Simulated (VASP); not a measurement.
# Ca (Pm-3m) in VASP: notebook

Ca is run at these levels: PBE, RPBE, LDA; tasks: single point.

Everything below comes from runs of VASP 6.6.1. Logs are shortened: lines on timing, memory, paths and dates and some standing lists are left out, and cuts for length are marked.

## Step 1: The cell of the first run

Symmetry: Pm-3m, No. 221, cubic system. Conventional cell: a = 3.489 Å, b = 3.489 Å, c = 3.489 Å, α = 90.00°, β = 90.00°, γ = 90.00°. Ca (site symmetry m-3m) has 6 Ca at 3.49 Å within 4.6 Å.

This isn't the form of Ca at room conditions, which is fcc.

## Step 2: Single point, PBE

INCAR reads:

```
SYSTEM = Ca
ALGO     = Normal         ! electronic algorithm
EDIFF    = 1E-7           ! SCF threshold, eV
ENCUT    = 520            ! plane-wave cutoff, eV
GGA      = PE             ! functional
ISIF     = 2              ! what is computed and relaxed
ISMEAR   = -4             ! smearing method
LASPH    = .True.         ! aspherical terms in the spheres
LCHARG   = .False.        ! write CHGCAR
LREAL    = .False.        ! projectors in reciprocal space
LWAVE    = .False.        ! write WAVECAR
NBANDS   = 11             ! bands
NELM     = 100            ! most SCF steps
PREC     = Accurate       ! precision mode
SIGMA    = 0.1            ! smearing width, eV
```

KPOINTS reads:

```
k-points
0
Gamma
  8 8 8
  0 0 0
```

POSCAR reads:

```
Ca
1.0
    3.4886563400      0.0000000000      0.0000000000
    0.0000000000      3.4886563400      0.0000000000
    0.0000000000      0.0000000000      3.4886563400
Ca
1
Direct
    0.0000000000      0.0000000000      0.0000000000
```

Potentials or basis: VASP PAW PBE potentials, release 64 (Ca_sv).

Launch:

```console
$ cat potpaw_PBE.64/Ca_sv/POTCAR > POTCAR
$ mpirun -np 1 vasp_std > vasp.out
```

OUTCAR:

```text
SYSTEM = Ca
   EDIFF = 1E-7
   ENCUT = 520
   GGA = PE
   ISIF = 2
   ISMEAR = -4
   LASPH = .True.
   LREAL = .False.
   NELM = 100
   PREC = Accurate

 ion  position               nearest neighbor table
   1  0.000  0.000  0.000-

  LATTYP: Found a simple cubic cell.
 ALAT       =     3.4886563400

  Lattice vectors:

 A1 = (   3.4886563400,   0.0000000000,   0.0000000000)
 A2 = (   0.0000000000,   3.4886563400,   0.0000000000)
 A3 = (   0.0000000000,   0.0000000000,   3.4886563400)

Analysis of symmetry for initial positions (statically):
=====================================================================
 Subroutine PRICEL returns:
 Original cell was already a primitive cell.

 Routine SETGRP: Setting up the symmetry group for a
 simple cubic supercell.

 Subroutine GETGRP returns: Found 48 space group operations
 (whereof 48 operations were pure point group operations)
 out of a pool of 48 trial point group operations.

The static configuration has the point symmetry O_h .

Analysis of symmetry for dynamics (positions and initial velocities):
=====================================================================
 Subroutine PRICEL returns:
 Original cell was already a primitive cell.

 Routine SETGRP: Setting up the symmetry group for a
 simple cubic supercell.

 Subroutine GETGRP returns: Found 48 space group operations
 (whereof 48 operations were pure point group operations)
 out of a pool of 48 trial point group operations.

The dynamic configuration has the point symmetry O_h .

 Subroutine INISYM returns: Found 48 space group operations
 (whereof 48 operations are pure point group operations),
 and found     1 'primitive' translations

----------------------------------------------------------------------------------------

                                     Primitive cell

  volume of cell :      42.4595

  direct lattice vectors                    reciprocal lattice vectors
     3.488656340  0.000000000  0.000000000     0.286643310  0.000000000  0.000000000
     0.000000000  3.488656340  0.000000000     0.000000000  0.286643310  0.000000000
     0.000000000  0.000000000  3.488656340     0.000000000  0.000000000  0.286643310

  length of vectors
     3.488656340  3.488656340  3.488656340     0.286643310  0.286643310  0.286643310

  position of ions in fractional coordinates (direct lattice)
[... 85 lines left out ...]
   ISIF   =      2    stress and relaxation
   ISYM   =      2    0-nonsym 1-usesym 2-fastsym
   POTIM  = 0.5000    time-step for ionic-motion
   TEBEG  =    0.0;   TEEND  =   0.0 temperature during run
   PSTRESS=    0.0 pullay stress
   NELECT =      10.0000    total number of electrons
   NUPDOWN=      -1.0000    fix difference up-down
   EMIN   =  10.00;   EMAX   =-10.00  energy-range for DOS
   EFERMI =   0.00;   METHOD = LEGACY
   ISMEAR =    -4;   SIGMA  =   0.10  broadening in eV -4-tet -1-fermi 0-gaus
   EFERMI_NEDOS =   21; number of points for ismear=-14 and -15
   IALGO  =     38    algorithm
   IMIX   =      4    mixing-type and parameters
     AMIX     =   0.40;   BMIX     =  1.00
     AMIX_MAG =   1.60;   BMIX_MAG =  1.00
  volume/ion in A,a.u.               =      42.46       286.53
  Fermi-wavevector in a.u.,A,eV,Ry     =   1.010997  1.910508 13.906725  1.022115
  Thomas-Fermi vector in A             =   2.144020
   LORBIT       =      0    0 simple, 1 ext, 2 COOP (PROOUT), +10 PAW based schemes
   GGA     = PE    functional components
   LHFCALC =     F    Hartree Fock is set to
   AEXX    =    0.0000 exact exchange contribution
   IVDW    =     0    specifies the selected vdW correction
   LEPSILON=     F    determine dielectric tensor
   LRPA    =     F    only Hartree local field effects (RPA)
 non-spin polarized calculation
 Fermi weights with tetrahedron method witout Bloechl corrections
  energy-cutoff  :      520.00
  volume of cell :       42.46
 maximum number of plane-waves:      1189
 NGX is ok and might be reduce to    28
   NGX = 13   NGY = 13   NGZ = 13

 number of electron      10.0000000 magnetization

 number of electron       9.9999999 magnetization

 Free energy of the ion-electron system (eV)
  ---------------------------------------------------
  ext. energy  EPLUGINS =         0.00000000
  ---------------------------------------------------
  free energy    TOTEN  =        -1.49192176 eV

  energy without entropy =       -1.49192176  energy(sigma->0) =       -1.49192176

 E-fermi :   1.8632     XC(G=0):  -7.6878

 val. band max:        1.9141771495   @ k =   0.5000   0.5000   0.2500
 cond. band min:       1.5858314896   @ k =   0.5000   0.2500   0.0000
 fundamental gap:     -0.3283456600
 Fermi energy:         1.8632037891

 k-point     1 :       0.0000    0.0000    0.0000
  band No.  band energies     occupation
      1     -40.3035      2.00000
      2     -21.1916      2.00000
      3     -21.1916      2.00000
      4     -21.1916      2.00000
      5      -2.0160      2.00000
      6       2.6931      0.00000
      7       2.6931      0.00000
      8       6.0056      0.00000
      9       6.0056      0.00000
     10       6.0056      0.00000
     11      10.5569      0.00000
[... 309 lines left out ...]
 k-point    24 :       0.5000    0.3750    0.1250
  band No.  band energies     occupation
      1     -40.2646      2.00000
      2     -21.3870      2.00000
      3     -21.3521      2.00000
      4     -21.1875      2.00000
      5       1.5637      1.99904
      6       2.6315      0.00257
      7       3.7969      0.00000
      8       3.9550      0.00000
      9       5.2430      0.00000
     10       5.5468      0.00000
     11       7.0230      0.00000

 [... further k-points ...]

------------------------ aborting loop because EDIFF is reached ----------------------------------------

  FORCE on cell =-STRESS in cart. coord.  units (eV):
  Direction    XX          YY          ZZ          XY          YZ          ZX
  --------------------------------------------------------------------------------------
  -------------------------------------------------------------------------------------
  Total       -0.0027075     -0.0027075     -0.0027075      0.0000000      0.0000000      0.0000000
  in kB       -0.1021667     -0.1021667     -0.1021667      0.0000000      0.0000000      0.0000000
  external PRESSURE =      -0.1021667 kB  Pullay stress =       0.0000000 kB

 VOLUME and BASIS-vectors are now :
 -----------------------------------------------------------------------------
  energy-cutoff  :      520.00
  volume of cell :       42.46
      direct lattice vectors                 reciprocal lattice vectors
     3.488656340  0.000000000  0.000000000     0.286643310  0.000000000  0.000000000
     0.000000000  3.488656340  0.000000000     0.000000000  0.286643310  0.000000000
     0.000000000  0.000000000  3.488656340     0.000000000  0.000000000  0.286643310

 POSITION                                       TOTAL-FORCE (eV/Angst)
 -----------------------------------------------------------------------------------
      0.00000      0.00000      0.00000         0.000000      0.000000      0.000000
 -----------------------------------------------------------------------------------
    total drift:                               -0.000000      0.000000     -0.000000

  FREE ENERGIE OF THE ION-ELECTRON SYSTEM (eV)
  ---------------------------------------------------
  free  energy   TOTEN  =        -1.4919217625 eV

  energy  without entropy=       -1.4919217625  energy(sigma->0) =       -1.49192176
```

It took 27 s on 1 thread of Intel Xeon 8259CL, shared host; peak memory 0.16 GiB.

Results:

| Property | Result |
| --- | --- |
| Free energy | -1.4919 eV |
| Pressure | 0.0 GPa |
| Band gap on the k mesh | zero (bands 5 and 6 overlap by 1.18 eV) |

## Step 3: Single point, PBE

INCAR reads:

```
SYSTEM = Ca
  ALGO = Normal
  EDIFF = 1E-6
  ENCUT = 500
  GGA = PE
  GGA_COMPAT = .False.
  ISIF = 2
  ISMEAR = -1
  LASPH = .True.
  LCHARG = .False.
  LREAL = .False.
  LWAVE = .False.
  NBANDS = 11
  NELM = 120
  PREC = Accurate
  SIGMA = 0.0019
```

KPOINTS reads:

```
k-points
0
Gamma
  3 3 3
  0 0 0
```

POSCAR is that of step 2.

Potentials or basis: VASP PAW PBE potentials, release 64 (Ca_sv).

Launch:

```console
$ cat potpaw_PBE.64/Ca_sv/POTCAR > POTCAR
$ mpirun -np 1 vasp_std > vasp.out
```

It took 6.4 s on 1 thread of Intel Xeon 8259CL, shared host; peak memory 0.15 GiB.

The run converged, but its numbers aren't listed here, since they failed a check.

Caveat: the k points lie up to 0.60 Å⁻¹ apart; the mesh shows a gap though the element is a metal.

## Step 4: Single point, PBE

INCAR reads:

```
SYSTEM = Ca
PREC = Accurate
ENCUT = 500
EDIFF = 1E-6
ISMEAR = 0
SIGMA = 0.1
LREAL = .False.
LASPH = .True.
NELM = 120
ALGO = Normal
ISIF = 2
LWAVE = .False.
LCHARG = .False.
GGA = PE
ISYM = 0
NBANDS = 11
GGA_COMPAT = .False.
```

KPOINTS reads:

```
Automatic mesh
0
Gamma
  2 2 2
  0.36 0.3 0.46
```

POSCAR is that of step 3.

Launch:

```console
$ cat potpaw_PBE.64/Ca_sv/POTCAR > POTCAR
$ mpirun -np 1 vasp_std > vasp.out
```

It took 92 s on 1 thread of Intel Xeon 8259CL, shared host; peak memory 0.21 GiB.

The run converged, but its numbers aren't listed here, since they failed a check.

Caveat: the k points lie up to 0.90 Å⁻¹ apart; the mesh shows a gap though the element is a metal.

## Step 5: Single point, RPBE

INCAR reads:

```
SYSTEM = Ca
PREC = Accurate
ENCUT = 500
EDIFF = 1E-6
ISMEAR = 1
SIGMA = 0.026
LREAL = .FALSE.
LASPH = .TRUE.
NELM = 120
ALGO = Normal
ISIF = 2
LWAVE = .FALSE.
LCHARG = .FALSE.
GGA = RP
NBANDS = 11
GGA_COMPAT = .FALSE.
```

KPOINTS reads:

```
Automatic mesh
0
G
  2 2 2
  0 0 0
```

POSCAR is that of step 4.

Launch:

```console
$ cat potpaw_PBE.64/Ca_sv/POTCAR > POTCAR
$ mpirun -np 1 vasp_std > vasp.out
```

It took 7 s on 1 thread of Intel Xeon 8259CL, shared host; peak memory 0.15 GiB.

The run converged. Its results:

```
Free energy            : -1.1946 eV
Pressure               : 2.7 GPa
Band gap on the k mesh : zero (bands 5 and 6 overlap by 1.24 eV)
```

Levels at points of the mesh, in eV from the Fermi level:
```
           k point  band 1  band 2  band 3  band 4  band 5  band 6  band 7  band 8
(0.00, 0.00, 0.00)  -41.95  -22.77  -22.77  -22.77   -3.48    1.23    1.23    4.56
(0.50, 0.00, 0.00)  -41.93  -22.99  -22.75  -22.75   -0.76   -0.14    1.74    3.33
(0.50, 0.50, 0.00)  -41.91  -22.96  -22.96  -22.73    0.01    1.36    2.78    2.78
(0.50, 0.50, 0.50)  -41.89  -22.93  -22.93  -22.93    1.10    1.10    1.10    5.30
```

Caveat: the k points lie up to 0.90 Å⁻¹ apart, too coarse for converged energies and pressures of a metal; the PAW data sets were made with another functional, which shifts forces and pressure a little.

## Step 6: Single point, LDA

INCAR reads:

```
  PREC = Accurate
  ENCUT = 500
  EDIFF = 1E-6
  ISMEAR = 0
  SIGMA = 0.27211386245988
  LREAL = F
  LASPH = T
  NELM = 120
  ALGO = Normal
  ISIF = 2
  LWAVE = F
  LCHARG = F
  GGA = CA
  NBANDS = 11
  GGA_COMPAT = F
```

KPOINTS reads:

```
regular mesh
0
Gamma
  2 2 2
```

POSCAR: that of step 5 with these lines changed.

```diff
@@ -8,2 +8,2 @@
 Direct
-    0.0000000000      0.0000000000      0.0000000000
+   -0.0157785326     -0.0038844015      0.0319561579
```

Potentials or basis: VASP PAW LDA potentials, release 64 (Ca_sv).

Launch:

```console
$ cat potpaw_LDA.64/Ca_sv/POTCAR > POTCAR
$ mpirun -np 1 vasp_std > vasp.out
```

Wall time 4.8 s (1 thread of Intel Xeon 8259CL, shared host); peak memory 0.13 GiB.

The run converged. Its results:

```
Free energy            : -1.7693 eV
Pressure               : -1.4 GPa
Band gap on the k mesh : zero (bands 5 and 6 overlap by 1.09 eV)
```

Levels at points of the mesh, in eV from the Fermi level:
```tsv
k point	band 3	band 4	band 5	band 6	band 7	band 8
(0.00, 0.00, 0.00)	-22.43	-22.43	-3.55	1.09	1.09	4.46
(0.50, 0.00, 0.00)	-22.41	-22.41	-0.91	-0.11	1.59	3.20
(0.50, 0.50, 0.00)	-22.64	-22.39	-0.06	1.17	2.74	2.74
(0.50, 0.50, 0.50)	-22.61	-22.61	0.99	0.99	0.99	5.25
```

Caveat: the k points lie up to 0.90 Å⁻¹ apart, too coarse for converged energies and pressures of a metal.

## Step 7: Overview

```csv
level,potentials or basis,k mesh,cutoff (eV),smearing,gap on the mesh (eV),pressure (GPa)
PBE,"VASP PAW PBE potentials, release 64 (Ca_sv)",8 × 8 × 8,520,tetrahedron,none,0.0
RPBE,"VASP PAW PBE potentials, release 64 (Ca_sv)",2 × 2 × 2,500,methfessel-paxton 0.026 eV,none,2.7
LDA,"VASP PAW LDA potentials, release 64 (Ca_sv)",2 × 2 × 2,500,gaussian 0.272114 eV,none,-1.4
```

Alike in all rows: task single point; no spin polarisation; cell as given.

Caveats: some runs use coarse meshes; the PAW data sets were made with another functional, which shifts forces and pressure a little (at least some runs).

Total energies depend on the potentials used, so only differences within one code and one set of settings carry meaning.
